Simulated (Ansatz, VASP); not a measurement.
# Two plane-wave programs on Al2P3

```
Al P
1.0
     7.16327    0.00000    0.00000
     0.00000    7.16327    0.00000
     0.00000    0.00000    3.00098
Al P
4 6
Direct
  0.84728 0.34728 0.00000
  0.65272 0.84728 0.00000
  0.15272 0.65272 0.00000
  0.34728 0.15272 0.00000
  0.50000 0.50000 0.00000
  0.00000 0.00000 0.00000
  0.64533 0.14533 0.50000
  0.85467 0.64533 0.50000
  0.35467 0.85467 0.50000
  0.14533 0.35467 0.50000
```

Change from the starting cell: species swapped into the Zr3Ga2 type (P4/mbm, No. 127).

Alike in both runs: functional PBE; k mesh 6 × 6 × 12; occupations gaussian, width 0.1 eV; no spin polarisation.

Ansatz relaxed the structure, and its values are those at the end. VASP's run is a single point on that final structure, the one shown.

|  | VASP | Ansatz |
| --- | --- | --- |
| version | VASP 6.6.1 | Ansatz 0.2.0 |
| potentials or method | VASP PAW PBE potentials, release 64 (Al, P), cutoff 520 eV | scalar-relativistic, plane waves, PAW |
| valence electrons in the cell | 42 | 42 |

```csv
,VASP,Ansatz,Ansatz less VASP
gap on the k mesh at the Fermi level (eV),none,none,-
pressure (GPa),-0.1,0.0,+0.10
```

A gap of «none» marks a metal or a gap that the smearing closes. With one functional, cell and mesh, what is left measures potentials, basis and numerics.
